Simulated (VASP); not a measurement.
Write the native input for VASP 6.6.1 that does the following.

| Item | Value |
| --- | --- |
| Task | single point |
| Functional | PBE |
| Potentials or basis | VASP PAW PBE potentials, release 64 (Al) |
| Cutoff | 520 eV |
| k mesh | 48 × 48 × 48 |
| Occupations | gaussian, width 0.1 eV |
| Spin | no spin polarisation |
| Dipole correction | no |
| Further INCAR settings | ALGO = Fast; EDIFF = 1e-06; NBANDS = 8 |

The structure of Al lies in POSCAR:

```
Al
1.0
    0.0000000000      2.0203029758      2.0203029758
    2.0203029758      0.0000000000      2.0203029758
    2.0203029758      2.0203029758      0.0000000000
Al
1
Direct
    0.0000000000      0.0000000000      0.0000000000
```

The input as run:

INCAR

```
SYSTEM = Al
ALGO = Fast
EDIFF = 1E-6
ENCUT = 520
GGA = PE
ISIF = 2
ISMEAR = 0
LASPH = .True.
LCHARG = .False.
LREAL = .False.
LWAVE = .False.
NBANDS = 8
NELM = 100
PREC = Accurate
SIGMA = 0.1
```

KPOINTS

```
k-points
0
Gamma
  48 48 48
  0 0 0
```

Potentials or basis: VASP PAW PBE potentials, release 64 (Al).

The run is started by

```bash
$ cat potpaw_PBE.64/Al/POTCAR > POTCAR
$ mpirun -np 1 vasp_std > vasp.out
```

Results of the run:

* Pressure: 0.0 GPa

It took 3.7 min on 1 thread of Intel(R) Xeon(R) Platinum 8259CL CPU @ 2.50GHz (Skylake/Cascade Lake), on a shared host, peak memory 0.41 GiB.
